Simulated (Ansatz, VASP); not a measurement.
# Be4Se3 in VASP and in Ansatz

```
CELL_PARAMETERS angstrom
2.15757 1.24567 7.35455
-2.15757 1.24567 7.35455
0.00000 -2.49134 7.35455
ATOMIC_POSITIONS crystal
Be 0.50000 0.50000 0.00000
Be 0.00000 0.50000 0.50000
Be 0.50000 0.00000 0.50000
Be 0.00000 0.00000 0.00000
Se 0.09731 0.09731 0.09731
Se 0.90269 0.90269 0.90269
Se 0.50000 0.50000 0.50000
```

Alike in both runs: functional PBE; k mesh 4 × 4 × 4; occupations gaussian, width 0.2 eV; no spin polarisation.

Ansatz relaxed the structure, and its values are those at the end. VASP's run is a single point on that final structure, the one shown.

```csv
,VASP,Ansatz
version,VASP 6.6.1,Ansatz 0.2.0
potentials or method,"VASP PAW PBE potentials, release 64 (Be, Se), cutoff 520 eV","scalar-relativistic, plane waves, PAW"
valence electrons in the cell,26,56
```

VASP gave:

```
gap on the k mesh at the Fermi level (eV) : none
pressure (GPa)                            : 0.3
rms of the force components (eV/Å)        : 0.006
```

Question: Which values does Ansatz return?

Answer: gap on the k mesh at the Fermi level (eV): none; pressure (GPa): 0.2; rms of the force components (eV/Å): 0.003.

A gap of «none» marks a metal or a gap that the smearing closes. VASP's potentials hold 26 valence electrons a cell and Ansatz's 56, so a difference there can come from the potentials and not from the codes.

The k mesh is coarse, so the values compare programs but aren't converged.
